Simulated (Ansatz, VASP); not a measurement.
AlN in VASP and in Ansatz

```xyz
2
Lattice="0.0000 2.1774 2.2215 2.1774 0.0000 2.2215 2.1774 2.1774 0.0000" Properties=species:S:1:pos:R:3 pbc="T T T"
Al    0.0000    0.0000    0.0000
N     1.0887    1.0887    1.1108
```

Alike in both runs: task single point; functional PBEsol; k mesh 8 × 8 × 8; no spin polarisation.

|  | VASP | Ansatz |
| --- | --- | --- |
| version | VASP 6.6.1 | Ansatz 0.2.0 |
| potentials or method | VASP PAW PBE potentials, release 64 (Al, N), cutoff 600 eV | scalar-relativistic, all-electron LAPW |
| occupations | gaussian, width 0.01 eV | fixed |

Ansatz gave:

| Quantity | Value |
| --- | --- |
| gap on the k mesh at the Fermi level (eV) | 3.13 |
| least direct gap on the mesh (eV) | 4.00 |

Task: Which values does VASP return?

Result: gap on the k mesh at the Fermi level (eV): 3.12; least direct gap on the mesh (eV): 4.01.

VASP's potentials were made for PBE, not for PBEsol. Ansatz ran all-electron here, and VASP with PAW potentials.
